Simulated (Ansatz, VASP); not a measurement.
## One calculation of AlN, two programs

File INCAR:

```
PREC = Accurate ; ENCUT = 520
EDIFF = 1E-6 ; ISMEAR = 0
SIGMA = 0.05 ; LREAL = F
LASPH = T ; NELM = 100
ALGO = Normal ; ISIF = 2
LWAVE = F ; LCHARG = F
GGA = PS ; NBANDS = 16
```

KPOINTS

```
regular mesh
0
Gamma
  9 9 6
```

The input POSCAR:

```
AlN
1.0
    3.1110021516      0.0000000000      0.0000000000
   -1.5555010758      2.6942068945      0.1010327585
    0.0000000000      0.1866750000      4.9780000000
Al N
2 2
Direct
    0.3333333333      0.6666666667      0.0000000000
    0.6666666667      0.3333333333      0.5000000000
    0.3333333333      0.6666666667      0.3850000000
    0.6666666667      0.3333333333      0.8850000000
```

Input for Ansatz:

```yaml
crystal:
  lattice:
    - [3.1110021516, 0.0, 0.0]
    - [-1.5555010758, 2.6942068945, 0.1010327585]
    - [0.0, 0.186675, 4.978]
  atoms:
    - { symbol: Al, position: [0.3333333333, 0.6666666667, 0.0] }
    - { symbol: Al, position: [0.6666666667, 0.3333333333, 0.5] }
    - { symbol: "N", position: [0.3333333333, 0.6666666667, 0.385] }
    - { symbol: "N", position: [0.6666666667, 0.3333333333, 0.885] }
basis:
  ecutwfc: 420
kpoints:
  mp_grid: { grid: [9, 9, 6] }
hamiltonian:
  xc: pbesol
scf:
  occupations: { method: gaussian, width: 0.05 }
output:
  forces: true
  stress: true
  eigenvalues: true
```

Change from the starting cell: strain +0.0750 x Voigt [0, 0, 0, 1, 0, 0], atoms carried along.

Alike in both runs: task single point; functional PBEsol; k mesh 9 × 9 × 6; occupations gaussian, width 0.05 eV; no spin polarisation.

|  | VASP | Ansatz |
| --- | --- | --- |
| version | VASP 6.6.1 | Ansatz 0.2.0 |
| potentials or method | VASP PAW PBE potentials, release 64 (Al, N), cutoff 520 eV | scalar-relativistic, plane waves, PAW |
| valence electrons in the cell | 16 | 16 |

VASP gave:

```
gap on the k mesh at the Fermi level (eV)                     : 3.92
least direct gap on the mesh (eV)                             : 3.92
pressure (GPa)                                                : 0.9
traceless stress, the component that is largest in VASP (GPa) : -9.58
rms of the force components (eV/Å)                            : 0.273
```

Q: Estimate Ansatz's values.

A: gap on the k mesh at the Fermi level (eV): 3.91; least direct gap on the mesh (eV): 3.91; pressure (GPa): 1.0; traceless stress, the component that is largest in VASP (GPa): -9.51; rms of the force components (eV/Å): 0.268.

VASP's potentials were made for PBE, not for PBEsol. Atom by atom the forces differ by 0.004 eV/Å (rms over components).
